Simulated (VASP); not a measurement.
# SiC (P6_3mc) in VASP: further runs, part 3 of 3

VASP 6.6.1. Earlier steps stand in the parts before.

## Step 4: Single point, PBE (strain +3.0%)

INCAR

```
  PREC = Accurate
  ENCUT = 520
  EDIFF = 1E-7
  ISMEAR = -1
  SIGMA = 0.02
  LREAL = F
  LASPH = T
  NELM = 100
  ALGO = Normal
  ISIF = 2
  LWAVE = F
  LCHARG = F
  GGA = PE
  NBANDS = 16
```

KPOINTS

```
Automatic mesh
0
Gamma
  12 12 6
```

POSCAR

```
SiC
1.0
    3.1676169264      0.0000000000      0.0000000000
   -1.5838084632      2.7432367277      0.0000000000
    0.0000000000      0.0000000000      5.1995513337
Si C
2 2
Direct
    0.3333333333      0.6666666667     -0.0005020703
    0.6666666667      0.3333333333      0.4994979297
    0.3333333333      0.6666666667      0.3755020703
    0.6666666667      0.3333333333      0.8755020703
```

Potentials or basis: VASP PAW PBE potentials, release 64 (Si, C).

Run with:

```
cat potpaw_PBE.64/Si/POTCAR potpaw_PBE.64/C/POTCAR > POTCAR
mpirun -np 1 vasp_std > vasp.out
```

OUTCAR:

```text
PREC = Accurate
   ENCUT = 520
   EDIFF = 1E-7
   ISMEAR = -1
   LREAL = F
   LASPH = T
   NELM = 100
   ISIF = 2
   GGA = PE

 ion  position               nearest neighbor table
   1  0.333  0.667  0.999-   4 1.94   4 1.94   4 1.94   3 1.96
   2  0.667  0.333  0.499-   3 1.94   3 1.94   3 1.94   4 1.96
   3  0.333  0.667  0.376-   2 1.94   2 1.94   2 1.94   1 1.96
   4  0.667  0.333  0.876-   1 1.94   1 1.94   1 1.94   2 1.96

  LATTYP: Found a hexagonal cell.
 ALAT       =     3.1676169264
 C/A-ratio  =     1.6414710031

  Lattice vectors:

 A1 = (   3.1676169264,   0.0000000000,   0.0000000000)
 A2 = (  -1.5838084632,   2.7432367277,   0.0000000000)
 A3 = (   0.0000000000,   0.0000000000,   5.1995513337)

Analysis of symmetry for initial positions (statically):
=====================================================================
 Subroutine PRICEL returns:
 Original cell was already a primitive cell.

 Routine SETGRP: Setting up the symmetry group for a
 hexagonal supercell.

 Subroutine GETGRP returns: Found 12 space group operations
 (whereof  6 operations were pure point group operations)
 out of a pool of 24 trial point group operations.

The static configuration has the point symmetry C_3v.
 The point group associated with its full space group is C_6v.

Analysis of symmetry for dynamics (positions and initial velocities):
=====================================================================
 Subroutine PRICEL returns:
 Original cell was already a primitive cell.

 Routine SETGRP: Setting up the symmetry group for a
 hexagonal supercell.

 Subroutine GETGRP returns: Found 12 space group operations
 (whereof  6 operations were pure point group operations)
 out of a pool of 24 trial point group operations.

The dynamic configuration has the point symmetry C_3v.
 The point group associated with its full space group is C_6v.

 Subroutine INISYM returns: Found 12 space group operations
 (whereof  6 operations are pure point group operations),
 and found     1 'primitive' translations

----------------------------------------------------------------------------------------

                                     Primitive cell

  volume of cell :      45.1816

  direct lattice vectors                    reciprocal lattice vectors
     3.167616926  0.000000000  0.000000000     0.315694739  0.182266443  0.000000000
    -1.583808463  2.743236728  0.000000000     0.000000000  0.364532886  0.000000000
     0.000000000  0.000000000  5.199551334     0.000000000  0.000000000  0.192324286

  length of vectors
     3.167616926  3.167616926  5.199551334     0.364532886  0.364532886  0.192324286

  position of ions in fractional coordinates (direct lattice)
     0.333333333  0.666666667  0.999497930
     0.666666667  0.333333333  0.499497930
     0.333333333  0.666666667  0.375502070
     0.666666667  0.333333333  0.875502070

  ion indices of the primitive-cell ions
   primitive index   ion index
                 1           1
                 2           2
                 3           3
                 4           4

----------------------------------------------------------------------------------------

[... 25 lines left out ...]
            Coordinates               Weight
  0.000000  0.000000  0.000000      1.000000
  0.083333  0.000000  0.000000      6.000000
  0.166667  0.000000  0.000000      6.000000
  0.250000  0.000000  0.000000      6.000000
  0.333333  0.000000  0.000000      6.000000
  0.416667 -0.000000  0.000000      6.000000
[... 16 lines left out ...]
  0.250000  0.000000  0.166667     12.000000
  0.333333  0.000000  0.166667     12.000000
 [... further k-points ...]
   k-points           NKPTS =     76   k-points in BZ     NKDIM =     76   number of bands    NBANDS=     16
   number of dos      NEDOS =    301   number of ions     NIONS =      4
   total plane-waves  NPLWV =  23040
   dimension x,y,z NGX =    24 NGY =   24 NGZ =   40
   dimension x,y,z NGXF=    48 NGYF=   48 NGZF=   80
   ions per type =               2   2
   NGX,Y,Z   is equivalent  to a cutoff of  12.60, 12.60, 12.79 a.u.
   NGXF,Y,Z  is equivalent  to a cutoff of  25.19, 25.19, 25.58 a.u.
 SYSTEM =  unknown system
   PREC   = accura    normal or accurate (medium, high low for compatibility)
   ISTART =      0    job   : 0-new  1-cont  2-samecut
   ICHARG =      2    charge: 1-file 2-atom 10-const
   ISPIN  =      1    spin polarized calculation?
   LNONCOLLINEAR =      F non collinear calculations
   LSORBIT =      F    spin-orbit coupling
   LASPH  =      T    aspherical Exc in radial PAW
   ENCUT  =  520.0 eV  38.22 Ry    6.18 a.u.   5.89  5.89  9.67*2*pi/ulx,y,z
   NELM   =    100;   NELMIN=  2; NELMDL= -5     # of ELM steps
   EDIFF  = 0.1E-06   stopping-criterion for ELM
   LREAL  =      F    real-space projection
   EDIFFG = 0.1E-05   stopping-criterion for IOM
   NSW    =      0    number of steps for IOM
   IBRION =     -1    ionic relax: 0-MD 1-quasi-New 2-CG
   NFREE  =      0    steps in history (QN), initial steepest desc. (CG)
   ISIF   =      2    stress and relaxation
   ISYM   =      2    0-nonsym 1-usesym 2-fastsym
   POTIM  = 0.5000    time-step for ionic-motion
   TEBEG  =    0.0;   TEEND  =   0.0 temperature during run
   PSTRESS=    0.0 pullay stress
   NELECT =      16.0000    total number of electrons
   NUPDOWN=      -1.0000    fix difference up-down
   EMIN   =  10.00;   EMAX   =-10.00  energy-range for DOS
   EFERMI =   0.00;   METHOD = LEGACY
   ISMEAR =    -1;   SIGMA  =   0.02  broadening in eV -4-tet -1-fermi 0-gaus
   EFERMI_NEDOS =   21; number of points for ismear=-14 and -15
   IALGO  =     38    algorithm
   IMIX   =      4    mixing-type and parameters
     AMIX     =   0.40;   BMIX     =  1.00
     AMIX_MAG =   1.60;   BMIX_MAG =  1.00
  volume/ion in A,a.u.               =      11.30        76.23
  Fermi-wavevector in a.u.,A,eV,Ry     =   1.158228  2.188734 18.252122  1.341493
  Thomas-Fermi vector in A             =   2.294833
   LORBIT       =      0    0 simple, 1 ext, 2 COOP (PROOUT), +10 PAW based schemes
   GGA     = PE    functional components
   LHFCALC =     F    Hartree Fock is set to
   AEXX    =    0.0000 exact exchange contribution
   IVDW    =     0    specifies the selected vdW correction
   LEPSILON=     F    determine dielectric tensor
   LRPA    =     F    only Hartree local field effects (RPA)
 non-spin polarized calculation
  energy-cutoff  :      520.00
  volume of cell :       45.18
 maximum number of plane-waves:      1236
 NGX is ok and might be reduce to    24
   NGX = 11   NGY = 11   NGZ = 19

 number of electron      16.0000000 magnetization

 Free energy of the ion-electron system (eV)
  ---------------------------------------------------
  ext. energy  EPLUGINS =         0.00000000
  ---------------------------------------------------
  free energy    TOTEN  =       -29.96926791 eV

  energy without entropy =      -29.96926791  energy(sigma->0) =      -29.96926791

 E-fermi :   7.6943     XC(G=0): -10.9689

 val. band max:        7.2844115392   @ k =   0.0000   0.0000   0.0000
 cond. band min:       9.7161767896   @ k =   0.3333   0.3333   0.0000
 fundamental gap:      2.4317652504
 Fermi energy:         7.6942838529

 k-point     1 :       0.0000    0.0000    0.0000
  band No.  band energies     occupation
      1      -7.5936      2.00000
      2      -4.3473      2.00000
      3      -0.9177      2.00000
      4       6.0146      2.00000
      5       6.0146      2.00000
      6       7.1848      2.00000
[... 433 lines left out ...]
      3       0.2001      2.00000
      4       2.0064      2.00000
      5       2.6368      2.00000
      6       4.5904      2.00000
[... 8 lines left out ...]
     15      17.7540      0.00000
     16      18.6074      0.00000

 [... further k-points ...]

------------------------ aborting loop because EDIFF is reached ----------------------------------------

  FORCE on cell =-STRESS in cart. coord.  units (eV):
  Direction    XX          YY          ZZ          XY          YZ          ZX
  --------------------------------------------------------------------------------------
  -------------------------------------------------------------------------------------
  Total       -3.8117008     -3.8117008     -3.7595862      0.0000000      0.0000000      0.0000000
  in kB     -135.1660356   -135.1660356   -133.3180084      0.0000000      0.0000000      0.0000000
  external PRESSURE =    -134.5500266 kB  Pullay stress =       0.0000000 kB

 VOLUME and BASIS-vectors are now :
 -----------------------------------------------------------------------------
  energy-cutoff  :      520.00
  volume of cell :       45.18
      direct lattice vectors                 reciprocal lattice vectors
     3.167616926  0.000000000  0.000000000     0.315694739  0.182266443  0.000000000
    -1.583808463  2.743236728  0.000000000     0.000000000  0.364532886  0.000000000
     0.000000000  0.000000000  5.199551334     0.000000000  0.000000000  0.192324286

 POSITION                                       TOTAL-FORCE (eV/Angst)
 -----------------------------------------------------------------------------------
     -0.00000      1.82882      5.19694         0.000000      0.000000      0.001215
      1.58381      0.91441      2.59717         0.000000      0.000000      0.001215
     -0.00000      1.82882      1.95244        -0.000000      0.000000     -0.001215
      1.58381      0.91441      4.55222        -0.000000     -0.000000     -0.001215
 -----------------------------------------------------------------------------------
    total drift:                                0.000000      0.000000     -0.000194

  FREE ENERGIE OF THE ION-ELECTRON SYSTEM (eV)
  ---------------------------------------------------
  free  energy   TOTEN  =       -29.9692679076 eV

  energy  without entropy=      -29.9692679076  energy(sigma->0) =      -29.96926791
```

OSZICAR:

```text
N       E                     dE             d eps       ncg     rms          rms(c)
DAV:   1     0.256491282582E+02    0.25649E+02   -0.69891E+03  2432   0.884E+02
DAV:   2    -0.305830080197E+02   -0.56232E+02   -0.51576E+02  3464   0.154E+02
DAV:   3    -0.332077302969E+02   -0.26247E+01   -0.26145E+01  3200   0.309E+01
DAV:   4    -0.332291018942E+02   -0.21372E-01   -0.21369E-01  2912   0.341E+00
DAV:   5    -0.332293334478E+02   -0.23155E-03   -0.23155E-03  3192   0.337E-01    0.113E+01
DAV:   6    -0.300082774709E+02    0.32211E+01   -0.60806E+00  3040   0.149E+01    0.494E+00
DAV:   7    -0.299851181035E+02    0.23159E-01   -0.92126E-01  3392   0.552E+00    0.231E+00
DAV:   8    -0.299701990953E+02    0.14919E-01   -0.38926E-02  2680   0.131E+00    0.576E-01
DAV:   9    -0.299688724026E+02    0.13267E-02   -0.69062E-03  3232   0.556E-01    0.129E-01
DAV:  10    -0.299692357233E+02   -0.36332E-03   -0.11472E-03  2896   0.192E-01    0.592E-02
DAV:  11    -0.299692659856E+02   -0.30262E-04   -0.12648E-04  2944   0.767E-02    0.140E-02
DAV:  12    -0.299692671442E+02   -0.11586E-05   -0.88595E-06  3024   0.189E-02    0.415E-03
DAV:  13    -0.299692678879E+02   -0.74370E-06   -0.62804E-07  3232   0.516E-03    0.211E-03
DAV:  14    -0.299692679076E+02   -0.19745E-07   -0.64807E-08  2200   0.164E-03
   1 F= -.29969268E+02 E0= -.29969268E+02  d E =-.281736E-11
```

Run time: 51 s. Hardware: 1 thread of Intel Xeon 8259CL, shared host; peak memory 0.18 GiB.

Results:

| Item | Value |
| --- | --- |
| Free energy | -29.9693 eV |
| Pressure | -13.5 GPa |
| Band gap on the k mesh | 2.43 eV (least direct gap 3.80 eV) |

Stress tensor (GPa, compression positive):
```
-13.52   0.00   0.00
  0.00 -13.52   0.00
  0.00   0.00 -13.33
```

Caveat: the cell differs from its parent crystal (strain +3.0%); the cell stands under tension. A k mesh can miss the band edges.

## Step 5: Single point, PBE (strain +4.0%)

INCAR

```
SYSTEM = SiC
PREC = Accurate
ENCUT = 520
EDIFF = 1E-7
ISMEAR = -1
SIGMA = 0.02
LREAL = .False.
LASPH = .True.
NELM = 80
ALGO = Normal
ISIF = 2
LWAVE = .False.
LCHARG = .False.
GGA = PE
NBANDS = 16
```

KPOINTS

```
regular mesh
0
Gamma
  12 12 6
  0 0 0
```

POSCAR

```
SiC
1.0
    3.1983704888      0.0000000000      0.0000000000
   -1.5991852444      2.7698700940      0.0000000000
    0.0000000000      0.0000000000      5.2500324147
Si C
2 2
Direct
    0.3333333333      0.6666666667     -0.0005389124
    0.6666666667      0.3333333333      0.4994610876
    0.3333333333      0.6666666667      0.3755389124
    0.6666666667      0.3333333333      0.8755389124
```

Run with:

```
cat potpaw_PBE.64/Si/POTCAR potpaw_PBE.64/C/POTCAR > POTCAR
mpirun -np 1 vasp_std > vasp.out
```

Wall time 50 s (1 thread of Intel Xeon 8259CL, shared host); peak memory 0.18 GiB.

The run converged. Its results:

```
Free energy            : -29.8398 eV
Pressure               : -17.7 GPa
Band gap on the k mesh : 2.48 eV (least direct gap 3.75 eV)
```

Stress tensor (GPa, compression positive):
```
-17.83   0.00   0.00
  0.00 -17.83   0.00
  0.00   0.00 -17.55
```

Levels at points of the mesh, in eV from the valence-band top:
```
           k point  band 6  band 7  band 8  band 9  band 10  band 11
(0.00, 0.00, 0.00)   -0.09    0.00    0.00    3.86     4.94     6.01
(0.50, 0.00, 0.00)   -3.08   -2.95   -1.15    2.59     4.10     5.98
(0.00, 0.00, 0.50)   -0.68   -0.68   -0.68    4.91     4.91     6.74
(0.50, 0.00, 0.50)   -2.28   -2.20   -2.20    3.02     3.02     4.79
```

Caveat: the cell differs from its parent crystal (strain +4.0%); the cell stands under tension. A k mesh can miss the band edges.

## Step 6: Single point, r2SCAN (strain -4.0%)

POSCAR

```
SiC
1.0
    2.9523419896      0.0000000000      0.0000000000
   -1.4761709948      2.5568031637      0.0000000000
    0.0000000000      0.0000000000      4.8461837674
Si C
2 2
Direct
    0.3333333333      0.6666666667     -0.0003154795
    0.6666666667      0.3333333333      0.4996845205
    0.3333333333      0.6666666667      0.3753154795
    0.6666666667      0.3333333333      0.8753154795
```

INCAR.step1

```
  ALGO = Normal
  EDIFF = 1E-4
  ENCUT = 520
  GGA = PE
  ISMEAR = 0
  LASPH = True
  LCHARG = False
  LREAL = False
  LWAVE = True
  NBANDS = 16
  NELM = 60
  PREC = Accurate
  SIGMA = 0.01
```

INCAR.step2

```
  ALGO = Normal
  EDIFF = 1E-6
  ENCUT = 520
  ISIF = 2
  ISMEAR = 0
  ISTART = 1
  LASPH = True
  LCHARG = False
  LMIXTAU = True
  LREAL = False
  LWAVE = False
  METAGGA = R2SCAN
  NBANDS = 16
  NELM = 60
  PREC = Accurate
  SIGMA = 0.01
```

KPOINTS

```
k-points
0
Gamma
  12 12 6
```

Potentials or basis: VASP PAW PBE potentials, release 64 (Si, C).

Run with:

```
cat potpaw_PBE.64/Si/POTCAR potpaw_PBE.64/C/POTCAR > POTCAR
cp INCAR.step1 INCAR
mpirun -np 1 vasp_std > vasp.out
cp INCAR.step2 INCAR
mpirun -np 1 vasp_std > vasp.out
```

OUTCAR:

```text
EDIFF = 1E-6
   ENCUT = 520
   ISIF = 2
   ISMEAR = 0
   ISTART = 1
   LASPH = True
   LREAL = False
   METAGGA = R2SCAN
   NELM = 60
   PREC = Accurate

 ion  position               nearest neighbor table
   1  0.333  0.667  1.000-   4 1.81   4 1.81   4 1.81   3 1.82   2 2.96   2 2.96   2 2.96   2 2.96
                             2 2.96   2 2.96
   2  0.667  0.333  0.500-   3 1.81   3 1.81   3 1.81   4 1.82   1 2.96   1 2.96   1 2.96   1 2.96
                             1 2.96   1 2.96
[... 663 lines left out ...]
  --------------------------------------------------------------------------------------
  -------------------------------------------------------------------------------------
  Total        8.0480026      8.0480026      7.8526880      0.0000000      0.0000000      0.0000000
  in kB      352.4803035    352.4803035    343.9260617      0.0000000      0.0000000      0.0000000
  external PRESSURE =     349.6288896 kB  Pullay stress =       0.0000000 kB

 VOLUME and BASIS-vectors are now :
 -----------------------------------------------------------------------------
  energy-cutoff  :      520.00
  volume of cell :       36.58
      direct lattice vectors                 reciprocal lattice vectors
     2.952341990  0.000000000  0.000000000     0.338714147  0.195556704  0.000000000
    -1.476170995  2.556803164  0.000000000     0.000000000  0.391113408  0.000000000
     0.000000000  0.000000000  4.846183767     0.000000000  0.000000000  0.206347932

 POSITION                                       TOTAL-FORCE (eV/Angst)
 -----------------------------------------------------------------------------------
     -0.00000      1.70454      4.84465        -0.000000      0.000000     -0.000715
      1.47617      0.85227      2.42156         0.000000     -0.000000     -0.000715
     -0.00000      1.70454      1.81885        -0.000000      0.000000      0.000715
      1.47617      0.85227      4.24194        -0.000000     -0.000000      0.000715
 -----------------------------------------------------------------------------------
    total drift:                               -0.000000     -0.000000      0.000596

  FREE ENERGIE OF THE ION-ELECTRON SYSTEM (eV)
  ---------------------------------------------------
  free  energy   TOTEN  =       -38.1679809823 eV

  energy  without entropy=      -38.1679809823  energy(sigma->0) =      -38.16798098
```

OUTCAR.step1:

```text
EDIFF = 1E-4
   ENCUT = 520
   GGA = PE
   ISMEAR = 0
[... 690 lines left out ...]
     -0.00000      1.70454      4.84465        -0.000000     -0.000000      0.005377
      1.47617      0.85227      2.42156        -0.000000     -0.000000      0.005377
     -0.00000      1.70454      1.81885         0.000000     -0.000000     -0.005377
      1.47617      0.85227      4.24194        -0.000000      0.000000     -0.005377
 -----------------------------------------------------------------------------------
    total drift:                               -0.000000      0.000000      0.000479

  FREE ENERGIE OF THE ION-ELECTRON SYSTEM (eV)
  ---------------------------------------------------
  free  energy   TOTEN  =       -29.5264405013 eV

  energy  without entropy=      -29.5264405013  energy(sigma->0) =      -29.52644050
```

Wall time 2.2 min (1 thread of Intel Xeon 8259CL, shared host); peak memory 0.18 GiB.

What came out:

```yaml
Free_energy: -38.1680 eV
Pressure: 35.0 GPa
Band_gap_on_the_k_mesh: 2.46 eV (least direct gap 4.78 eV)
```

Caveat: the cell differs from its parent crystal (strain -4.0%); the cell stands under pressure; the PAW data sets were made with another functional, which shifts forces and pressure a little.

## Step 7: Overview

```csv
level,cell,k mesh,smearing,grid for exact exchange (PRECFOCK),share of exact exchange,screening parameter,gap on the mesh (eV),pressure (GPa)
HSE06,"a = 3.075, b = 3.075, c = 5.048 Å, angles 90.0, 90.0, 120.0°, 4 atoms, atomic positions A",6 × 6 × 4,gaussian 0.01 eV,Normal,0.25,0.2079 1/Å,3.16,-1.6
PBE,"a = 3.137, b = 3.137, c = 5.149 Å, angles 90.0, 90.0, 120.0°, 4 atoms, atomic positions A",12 × 12 × 6,fermi-dirac 0.02 eV,-,-,-,2.38,-8.5
PBE,"a = 3.168, b = 3.168, c = 5.200 Å, angles 90.0, 90.0, 120.0°, 4 atoms, atomic positions B",12 × 12 × 6,fermi-dirac 0.02 eV,-,-,-,2.43,-13.5
PBE,"a = 3.198, b = 3.198, c = 5.250 Å, angles 90.0, 90.0, 120.0°, 4 atoms, atomic positions B",12 × 12 × 6,fermi-dirac 0.02 eV,-,-,-,2.48,-17.7
r2SCAN,"a = 2.952, b = 2.952, c = 4.846 Å, angles 90.0, 90.0, 120.0°, 4 atoms, atomic positions C",12 × 12 × 6,gaussian 0.01 eV,-,-,-,2.46,35.0
```

Alike in all rows: task single point; potentials or basis VASP PAW PBE potentials, release 64 (Si, C); no spin polarisation; cutoff (eV) 520.

Caveats: the cell stands under tension (at least some runs); the PAW data sets were made with another functional, which shifts forces and pressure a little (at least some runs); the cell stands under pressure (at least some runs).

Total energies depend on the potentials used, so only differences within one code and one set of settings carry meaning.
